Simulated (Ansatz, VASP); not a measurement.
One calculation of Mg3Zn2O, two programs

The input INCAR:

```
ALGO = Normal
EDIFF = 1E-6
ENCUT = 520
GGA = PE
ISIF = 2
ISMEAR = 0
ISPIN = 2
LASPH = True
LCHARG = True
LELF = True
LORBIT = 11
LREAL = False
LVHAR = True
LWAVE = False
MAGMOM = 0 0 0 0 0 1
NBANDS = 31
NELM = 150
PREC = Accurate
SIGMA = 0.1
```

KPOINTS

```
k-points
0
Gamma
  6 6 4
```

POSCAR

```
Mg3Zn2O
1.0
    5.7263457115      0.0000000000      0.0000000000
   -2.8631728558      4.9591608570      0.0000000000
    0.0000000000      0.0000000000      4.3509514800
Mg Zn O
3 2 1
Direct
    0.5000000000      0.0000000000      0.5000000000
    0.5000000000      0.5000000000      0.5000000000
    0.0000000000      0.5000000000      0.5000000000
    0.3333333333      0.6666666667      0.0000000000
    0.6666666667      0.3333333333      0.0000000000
    0.0000000000      0.0000000000      0.0000000000
```

Input for Ansatz:

```yaml
crystal:
  lattice:
    - [5.7263457115, 0.0, 0.0]
    - [-2.8631728558, 4.959160857, 0.0]
    - [0.0, 0.0, 4.35095148]
  atoms:
    - { symbol: Mg, position: [0.5, 0.0, 0.5] }
    - { symbol: Mg, position: [0.5, 0.5, 0.5] }
    - { symbol: Mg, position: [0.0, 0.5, 0.5] }
    - { symbol: Zn, position: [0.3333333333, 0.6666666667, 0.0] }
    - { symbol: Zn, position: [0.6666666667, 0.3333333333, 0.0] }
    - { symbol: O, position: [0.0, 0.0, 0.0], spin: 1.0 }
basis:
  ecutwfc: 420
kpoints:
  mp_grid: { grid: [6, 6, 4] }
hamiltonian:
  xc: pbe
scf:
  occupations: { method: gaussian, width: 0.1 }
  lower_state_search: "off"
output:
  forces: true
  stress: true
  eigenvalues: true
  populations: true
magnetization:
  spin_polarized: true
```

Change from the starting cell: species swapped into the SmB2Rh3 type (P6/mmm, No. 191).

Alike in both runs: task single point; functional PBE; k mesh 6 × 6 × 4; occupations gaussian, width 0.1 eV; collinear spin.

```csv
,VASP,Ansatz
version,VASP 6.6.1,Ansatz 0.2.0
potentials or method,"VASP PAW PBE potentials, release 64 (Mg, Zn, O), cutoff 520 eV","scalar-relativistic, plane waves, PAW"
valence electrons in the cell,36,60
```

Ansatz gave:

```
gap on the k mesh at the Fermi level (eV)                     : none
pressure (GPa)                                                : 0.1
traceless stress, the component that is largest in VASP (GPa) : -0.45
net moment per atom (μB)                                      : 0.09
size of the moment on the site where the two differ most (μB) : 0.50
```

Problem. Which values does VASP return?

Solution. gap on the k mesh at the Fermi level (eV): none; pressure (GPa): -0.2; traceless stress, the component that is largest in VASP (GPa): -0.26; net moment per atom (μB): 0.00; size of the moment on the site where the two differ most (μB): 0.01.

Site moments also hang on the region over which each program counts them. A gap of «none» marks a metal or a gap that the smearing closes. VASP's potentials hold 36 valence electrons a cell and Ansatz's 60, so a difference there can come from the potentials and not from the codes.

The k mesh is coarse, so the values compare programs but aren't converged.
